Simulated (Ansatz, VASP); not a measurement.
**Two plane-wave programs on Ge**

```
Ge
1.0
    -2.48264    2.63838    1.43695
     2.48264   -2.63838    1.43695
     2.50915    2.66334   -1.43695
Ge
2
Direct
  0.31406 0.06406 0.25000
  0.68594 0.93594 0.75000
```

Alike in both runs: functional PBEsol; k mesh 9 × 9 × 9; occupations fermi-dirac, width 0.05 eV; no spin polarisation.

```csv
,VASP,Ansatz
version,VASP 6.6.1,Ansatz 0.2.0
potentials or method,"VASP PAW PBE potentials, release 64 (Ge_d)",Ansatz PAW
plane-wave cutoff (eV),500,420
valence electrons in the cell,28,28
task,single point,band structure
```

VASP gave:

```
gap on the k mesh at the Fermi level (eV)                     : none
pressure (GPa)                                                : -2.6
traceless stress, the component that is largest in VASP (GPa) : -0.36
rms of the force components (eV/Å)                            : 0.024
```

Problem. Estimate Ansatz's values.

Solution. gap on the k mesh at the Fermi level (eV): none; pressure (GPa): -2.4; traceless stress, the component that is largest in VASP (GPa): -0.33; rms of the force components (eV/Å): 0.023.

VASP's potentials were made for PBE, not for PBEsol. Atom by atom the forces differ by 0.001 eV/Å (rms over components). A gap of «none» marks a metal or a gap that the smearing closes.
